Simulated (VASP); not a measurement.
# InSe (P1) in VASP: single point with PBE+D3(BJ)

Aim: the single point of InSe with PBE+D3(BJ).

Everything below comes from runs of VASP 6.6.1. Logs are shortened: lines on timing, memory, paths and dates and some standing lists are left out, and cuts for length are marked.

### 1 The cell of the first run

The typed cell holds 16 atoms: a = 8.258 Å, b = 8.258 Å, c = 9.820 Å, α = 65.14°, β = 65.14°, γ = 60.00°.

### 2 Single point, PBE+D3(BJ)

Input file INCAR:

```
PREC = Accurate ; ENCUT = 400
EDIFF = 1E-6 ; ISMEAR = -1
SIGMA = 0.2241 ; LREAL = False
LASPH = True ; NELM = 120
ALGO = Normal ; ISIF = 2
LWAVE = False ; LCHARG = False
GGA = PE ; IVDW = 12
NBANDS = 90 ; GGA_COMPAT = False
```

Input file KPOINTS:

```
Automatic mesh
0
Gamma
  2 2 2
  0.5 0.5 0.5
```

Input file POSCAR:

```
InSe
1.0
    4.1291197399      7.1518451800      0.0000000000
   -4.1291197399      7.1518451800      0.0000000000
    0.0000000000      4.7678967867      8.5851330678
In Se
8 8
Direct
    0.0005355447      0.0063832802     -0.0057367777
    0.0001946119      0.4998025502      0.0007977745
    0.4974238709     -0.0036274743      0.0046191480
    0.4936576939      0.4948010369      0.0048843739
    0.8875183642      0.8829464455      0.3340998884
    0.8896879413      0.3874753316      0.3385561967
    0.3866831058      0.8910896455      0.3344487473
    0.3893962488      0.3883175685      0.3320032407
    0.3952919865      0.3836478582      0.8443431153
    0.3862727243      0.8750941020      0.8488482290
    0.8836632436      0.3876570415      0.8467494846
    0.8822939085      0.8809599680      0.8477059054
    0.1777408486      0.1715632607      0.4968526366
    0.1666479044      0.6786136824      0.4842348939
    0.6605923778      0.1688524604      0.4961275459
    0.6743698310      0.6774443362      0.4851034885
```

Potentials or basis: VASP PAW PBE potentials, release 64 (In_d, Se).

Started as:

```sh
$ cat potpaw_PBE.64/In_d/POTCAR potpaw_PBE.64/Se/POTCAR > POTCAR
$ mpirun -np 1 vasp_std > vasp.out
```

OUTCAR:

```text
PREC = Accurate
   ENCUT = 400
   EDIFF = 1E-6
   ISMEAR = -1
   LREAL = False
   LASPH = True
   NELM = 120
   ISIF = 2
   GGA = PE
   IVDW = 12
 IVDW          = 12

 ion  position               nearest neighbor table
   1  0.001  0.006  0.994-  11 2.69  10 2.72  12 2.75   5 2.92
   2  0.000  0.500  0.001-  12 2.70  11 2.71   9 2.80   6 2.90
   3  0.497  0.996  0.005-  12 2.73  10 2.75   9 2.76   7 2.83
   4  0.494  0.495  0.005-   9 2.65  10 2.70  11 2.77   8 2.81
   5  0.888  0.883  0.334-  16 2.62  14 2.69  15 2.80   1 2.92
   6  0.890  0.387  0.339-  16 2.73  13 2.79  15 2.80   2 2.90
   7  0.387  0.891  0.334-  14 2.70  16 2.74  13 2.77   3 2.83
   8  0.389  0.388  0.332-  13 2.68  15 2.72  14 2.77   4 2.81
   9  0.395  0.384  0.844-   4 2.65   3 2.76   2 2.80
  10  0.386  0.875  0.849-   4 2.70   1 2.72   3 2.75
  11  0.884  0.388  0.847-   1 2.69   2 2.71   4 2.77
  12  0.882  0.881  0.848-   2 2.70   3 2.73   1 2.75
  13  0.178  0.172  0.497-   8 2.68   7 2.77   6 2.79
  14  0.167  0.679  0.484-   5 2.69   7 2.70   8 2.77
  15  0.661  0.169  0.496-   8 2.72   6 2.80   5 2.80
  16  0.674  0.677  0.485-   5 2.62   6 2.73   7 2.74

  LATTYP: Found a trigonal (rhomboedric) cell.
 ALAT       =     9.8202520110
 COS(alpha) =     0.6464102362

  Lattice vectors:

 A1 = (  -4.1291197399,  -2.3839483933,   8.5851330678)
 A2 = (   4.1291197399,  -2.3839483933,   8.5851330678)
 A3 = (   0.0000000000,   4.7678967867,   8.5851330678)

Analysis of symmetry for initial positions (statically):
=====================================================================
 Subroutine PRICEL returns:
 Original cell was already a primitive cell.

 Routine SETGRP: Setting up the symmetry group for a
 trigonal (rhombohedral) supercell.

 Subroutine GETGRP returns: Found  1 space group operations
 (whereof  1 operations were pure point group operations)
 out of a pool of 12 trial point group operations.

The static configuration has the point symmetry C_1 .

Analysis of symmetry for dynamics (positions and initial velocities):
=====================================================================
 Subroutine PRICEL returns:
 Original cell was already a primitive cell.

 Routine SETGRP: Setting up the symmetry group for a
 trigonal (rhombohedral) supercell.

 Subroutine GETGRP returns: Found  1 space group operations
 (whereof  1 operations were pure point group operations)
 out of a pool of 12 trial point group operations.

The dynamic configuration has the point symmetry C_1 .

 Subroutine INISYM returns: Found  1 space group operations
 (whereof  1 operations are pure point group operations),
 and found     1 'primitive' translations

----------------------------------------------------------------------------------------

                                     Primitive cell

  volume of cell :     507.0521

  direct lattice vectors                    reciprocal lattice vectors
     4.129119740  7.151845180  0.000000000     0.121091184  0.069912028 -0.038826810
    -4.129119740  7.151845180  0.000000000    -0.121091184  0.069912028 -0.038826810
     0.000000000  4.767896787  8.585133068     0.000000000  0.000000000  0.116480431

  length of vectors
     8.258239480  8.258239480  9.820252011     0.145114740  0.145114740  0.116480431

  position of ions in fractional coordinates (direct lattice)
     0.000535545  0.006383280  0.994263222
     0.000194612  0.499802550  0.000797775
     0.497423871  0.996372526  0.004619148
     0.493657694  0.494801037  0.004884374
     0.887518364  0.882946445  0.334099888
     0.889687941  0.387475332  0.338556197
[... 8 lines left out ...]
     0.660592378  0.168852460  0.496127546
     0.674369831  0.677444336  0.485103489

  ion indices of the primitive-cell ions
   primitive index   ion index
                 1           1
                 2           2
                 3           3
                 4           4
                 5           5
                 6           6
[... 8 lines left out ...]
                15          15
                16          16

----------------------------------------------------------------------------------------

 KPOINTS: Automatic mesh

Automatic generation of k-mesh.
 Grid dimensions read from file:
 generate k-points for:    2    2    2

 Generating k-lattice:

  Cartesian coordinates                     Fractional coordinates (reciprocal lattice)
     0.060545592  0.034956014 -0.019413405     0.500000000  0.000000000 -0.000000000
    -0.060545592  0.034956014 -0.019413405     0.000000000  0.500000000 -0.000000000
     0.000000000  0.000000000  0.058240216     0.000000000  0.000000000  0.500000000

  Length of vectors
     0.072557370  0.072557370  0.058240216

  Shift w.r.t. Gamma in fractional coordinates (k-lattice)
     0.500000000  0.500000000  0.500000000

 Subroutine IBZKPT returns following result:
 ===========================================

 Found     12 irreducible k-points:

 Following reciprocal coordinates:
            Coordinates               Weight
  0.250000  0.250000  0.250000      2.000000
  0.000000  0.250000  0.000000      2.000000
 -0.250000  0.000000 -0.000000      2.000000
 -0.250000  0.250000  0.250000      2.000000
  0.500000  0.250000  0.000000      2.000000
 -0.250000  0.500000  0.000000      2.000000
 -0.250000  0.250000 -0.250000      2.000000
  0.500000  0.250000  0.500000      2.000000
 -0.250000  0.500000  0.500000      2.000000
 -0.250000 -0.250000  0.250000      2.000000
  0.000000 -0.250000  0.500000      2.000000
  0.250000  0.000000  0.500000      2.000000
   k-points           NKPTS =     12   k-points in BZ     NKDIM =     12   number of bands    NBANDS=     90
   number of dos      NEDOS =    301   number of ions     NIONS =     16
   total plane-waves  NPLWV = 186624
   dimension x,y,z NGX =    54 NGY =   54 NGZ =   64
   dimension x,y,z NGXF=   108 NGYF=  108 NGZF=  128
   ions per type =               8   8
   NGX,Y,Z   is equivalent  to a cutoff of  10.87, 10.87, 10.83 a.u.
   NGXF,Y,Z  is equivalent  to a cutoff of  21.74, 21.74, 21.67 a.u.
 SYSTEM =  unknown system
   PREC   = accura    normal or accurate (medium, high low for compatibility)
   ISTART =      0    job   : 0-new  1-cont  2-samecut
   ICHARG =      2    charge: 1-file 2-atom 10-const
   ISPIN  =      1    spin polarized calculation?
   LNONCOLLINEAR =      F non collinear calculations
   LSORBIT =      F    spin-orbit coupling
   LASPH  =      T    aspherical Exc in radial PAW
   ENCUT  =  400.0 eV  29.40 Ry    5.42 a.u.  13.47 13.47 16.01*2*pi/ulx,y,z
   NELM   =    120;   NELMIN=  2; NELMDL= -5     # of ELM steps
   EDIFF  = 0.1E-05   stopping-criterion for ELM
   LREAL  =      F    real-space projection
   EDIFFG = 0.1E-04   stopping-criterion for IOM
   NSW    =      0    number of steps for IOM
   IBRION =     -1    ionic relax: 0-MD 1-quasi-New 2-CG
   NFREE  =      0    steps in history (QN), initial steepest desc. (CG)
   ISIF   =      2    stress and relaxation
   ISYM   =      2    0-nonsym 1-usesym 2-fastsym
   POTIM  = 0.5000    time-step for ionic-motion
   TEBEG  =    0.0;   TEEND  =   0.0 temperature during run
   PSTRESS=    0.0 pullay stress
   NELECT =     152.0000    total number of electrons
   NUPDOWN=      -1.0000    fix difference up-down
   EMIN   =  10.00;   EMAX   =-10.00  energy-range for DOS
   EFERMI =   0.00;   METHOD = LEGACY
   ISMEAR =    -1;   SIGMA  =   0.22  broadening in eV -4-tet -1-fermi 0-gaus
   EFERMI_NEDOS =   21; number of points for ismear=-14 and -15
   IALGO  =     38    algorithm
   IMIX   =      4    mixing-type and parameters
     AMIX     =   0.40;   BMIX     =  1.00
     AMIX_MAG =   1.60;   BMIX_MAG =  1.00
  volume/ion in A,a.u.               =      31.69       213.86
  Fermi-wavevector in a.u.,A,eV,Ry     =   1.095650  2.070478 16.333098  1.200449
  Thomas-Fermi vector in A             =   2.231977
   LORBIT       =      0    0 simple, 1 ext, 2 COOP (PROOUT), +10 PAW based schemes
   GGA     = PE    functional components
   LHFCALC =     F    Hartree Fock is set to
   AEXX    =    0.0000 exact exchange contribution
   IVDW    =    12    specifies the selected vdW correction
   LEPSILON=     F    determine dielectric tensor
   LRPA    =     F    only Hartree local field effects (RPA)
 non-spin polarized calculation
  energy-cutoff  :      400.00
  volume of cell :      507.05
 maximum number of plane-waves:      9225
 NGX is ok and might be reduce to    54
   NGX = 27   NGY = 27   NGZ = 33

 number of electron     151.9999976 magnetization

 Free energy of the ion-electron system (eV)
  ---------------------------------------------------
  ext. energy  EPLUGINS =         0.00000000
  ---------------------------------------------------
  free energy    TOTEN  =       -56.55952208 eV

  energy without entropy =      -56.41923663  energy(sigma->0) =      -56.48937936

 E-fermi :   3.7030     XC(G=0):  -8.5709

 val. band max:        3.1355794680   @ k =   0.0000  -0.2500   0.5000
 cond. band min:       4.4250372844   @ k =   0.0000  -0.2500   0.5000
 fundamental gap:      1.2894578165
 Fermi energy:         3.7030216701

 k-point     1 :       0.2500    0.2500    0.2500
  band No.  band energies     occupation
      1     -11.3890      2.00000
      2     -11.3804      2.00000
      3     -11.3662      2.00000
      4     -11.3373      2.00000
      5     -11.3144      2.00000
      6     -11.2992      2.00000
[... 80 lines left out ...]
     87       6.9413      0.00000
     88       6.9632      0.00000

 k-point     2 :       0.0000    0.2500    0.0000
  band No.  band energies     occupation
      1     -11.3921      2.00000
      2     -11.3798      2.00000
      3     -11.3659      2.00000
      4     -11.3373      2.00000
      5     -11.3139      2.00000
      6     -11.3010      2.00000
[... 899 lines left out ...]
     87       6.9689      0.00000
     88       7.0364      0.00000

 k-point    12 :       0.2500    0.0000    0.5000
  band No.  band energies     occupation
      1     -11.3940      2.00000
      2     -11.3865      2.00000
      3     -11.3657      2.00000
      4     -11.3366      2.00000
      5     -11.3161      2.00000
      6     -11.2909      2.00000
[... 80 lines left out ...]
     87       6.9938      0.00000
     88       7.0730      0.00000
 [bands above 88 left out]

------------------------ aborting loop because EDIFF is reached ----------------------------------------

 Edisp (eV)   -4.39731

 E8    (eV) :    -2.0134

  FORCE on cell =-STRESS in cart. coord.  units (eV):
  Direction    XX          YY          ZZ          XY          YZ          ZX
  --------------------------------------------------------------------------------------
  -------------------------------------------------------------------------------------
  Total     -10.37814    -9.11111    -9.83928    -0.08828    -0.65096     0.92795
  in kB     -32.79273   -28.78918   -31.09004    -0.27893    -2.05688     2.93212
  external pressure =      -30.89 kB  Pullay stress =        0.00 kB

 VOLUME and BASIS-vectors are now :
 -----------------------------------------------------------------------------
  energy-cutoff  :      400.00
  volume of cell :      507.05
      direct lattice vectors                 reciprocal lattice vectors
     4.129119740  7.151845180  0.000000000     0.121091184  0.069912028 -0.038826810
    -4.129119740  7.151845180  0.000000000    -0.121091184  0.069912028 -0.038826810
     0.000000000  4.767896787  8.585133068     0.000000000  0.000000000  0.116480431

 POSITION                                       TOTAL-FORCE (eV/Angst)
 -----------------------------------------------------------------------------------
     -0.02415      4.79003      8.53588         0.082439     -0.141075      0.098239
     -2.06294      3.57971      0.00685         0.164650      0.080650     -0.195287
     -2.06022     10.70542      0.03966        -0.015171      0.025569     -0.525498
     -0.00472      7.09259      0.04193         0.114943      0.269999     -0.317891
      0.01888     14.25504      2.86829        -0.339566      0.507290     -0.203960
      2.07370     10.74827      2.90655         0.167959     -0.174460      0.401311
[... 8 lines left out ...]
      2.03045      8.29755      4.25932         0.132449      0.267941     -0.834679
     -0.01270     11.98089      4.16468         0.015857     -0.537676     -0.173795
 -----------------------------------------------------------------------------------
    total drift:                               -0.000035      0.000489      0.000345

  FREE ENERGIE OF THE ION-ELECTRON SYSTEM (eV)
  ---------------------------------------------------
  free  energy   TOTEN  =       -60.9568333264 eV

  energy  without entropy=      -60.8165478748  energy(sigma->0) =      -60.88669060
```

Run time: 16 min. Hardware: 1 thread of Oxide Virtual Turin-like, shared host; peak memory 0.58 GiB.

Results:

```
Free energy                : -60.9568 eV
Pressure                   : -3.1 GPa
Largest force              : 0.887 eV/Å
Band gap on the k mesh     : 1.29 eV
Dispersion energy per atom : -0.275 eV
```

Forces on the atoms (eV/Å):
```
In   0.082 -0.141  0.098
In   0.165  0.081 -0.195
In  -0.015  0.026 -0.525
In   0.115  0.270 -0.318
In  -0.340  0.507 -0.204
In   0.168 -0.174  0.401
In  -0.124  0.127  0.452
In   0.021  0.195  0.517
Se  -0.106 -0.462  0.509
Se  -0.116  0.209  0.436
Se  -0.082 -0.023  0.430
Se  -0.078  0.081  0.440
Se  -0.110 -0.447 -0.681
Se   0.271  0.021 -0.353
Se   0.132  0.268 -0.835
Se   0.016 -0.538 -0.174
```

Stress tensor (GPa, compression positive):
```
-3.28 -0.03  0.29
-0.03 -2.88 -0.21
 0.29 -0.21 -3.11
```

Levels at points of the mesh, in eV from the valence-band top:
| k point | band 72 | band 73 | band 74 | band 75 | band 76 | band 77 | band 78 | band 79 | band 80 | band 81 |
| --- | --- | --- | --- | --- | --- | --- | --- | --- | --- | --- |
| (0.25, 0.25, 0.25) | -1.22 | -1.17 | -0.96 | -0.87 | -0.75 | 1.39 | 1.67 | 1.78 | 1.90 | 2.04 |

Caveat: the cell stands under tension; the atoms stand as in a frame of molecular dynamics; spin-orbit coupling is left out, which moves the levels of the heavy elements; a shifted mesh leaves out Γ, where band edges can lie. A k mesh can miss the band edges.
